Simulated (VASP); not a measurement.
## V: single point with r2SCAN

Crystal: V.

```xyz
1
Lattice="-1.4498 1.4498 1.4498 1.4498 -1.4498 1.4498 1.4498 1.4498 -1.4498" Properties=species:S:1:pos:R:3 pbc="T T T"
V     0.0000    0.0000    0.0000
```

| Property | Result |
| --- | --- |
| Program | VASP 6.6.1 |
| Task | single point |
| Functional | r2SCAN |
| Potentials or basis | VASP PAW PBE potentials, release 64 (V_sv) |
| Cutoff | 550 eV |
| k mesh | 24 × 24 × 24 |
| Occupations | fermi-dirac, width 0.05 eV |
| Spin | collinear spin, ferromagnetic start |
| Starting moments | [1.0] μB |

- Pressure: 20.1 GPa
- Net moment: 0.00 μB per cell
- Valence electrons inside the program's atomic spheres: V 11.82

Levels at points of the mesh, in eV from the Fermi level:
Spin up:
| k point | band 4 | band 5 | band 6 | band 7 | band 8 | band 9 | band 10 | band 11 |
| --- | --- | --- | --- | --- | --- | --- | --- | --- |
| (0.00, 0.00, 0.00) | -38.16 | -7.25 | 0.50 | 0.50 | 0.50 | 2.95 | 2.95 | 22.02 |
| (0.50, 0.00, 0.00) | -38.17 | -3.71 | -1.37 | 1.94 | 2.96 | 3.41 | 4.87 | 11.96 |
| (0.50, 0.50, 0.50) | -39.01 | -3.64 | -3.64 | 4.40 | 4.40 | 4.40 | 11.68 | 11.68 |
Spin down:
| k point | band 4 | band 5 | band 6 | band 7 | band 8 | band 9 | band 10 | band 11 |
| --- | --- | --- | --- | --- | --- | --- | --- | --- |
| (0.00, 0.00, 0.00) | -38.16 | -7.25 | 0.50 | 0.50 | 0.50 | 2.95 | 2.95 | 22.02 |
| (0.50, 0.00, 0.00) | -38.17 | -3.71 | -1.37 | 1.94 | 2.96 | 3.41 | 4.87 | 11.96 |
| (0.50, 0.50, 0.50) | -39.01 | -3.64 | -3.64 | 4.40 | 4.40 | 4.40 | 11.68 | 11.68 |

Wall time 12 min on 1 thread of Oxide Virtual Turin-like Processor (shared host), peak memory 0.2 GiB.

Caveat: the cell stands under pressure; the moments typed at the start vanished in this run; the PAW data sets were made with another functional, which shifts forces and pressure a little.
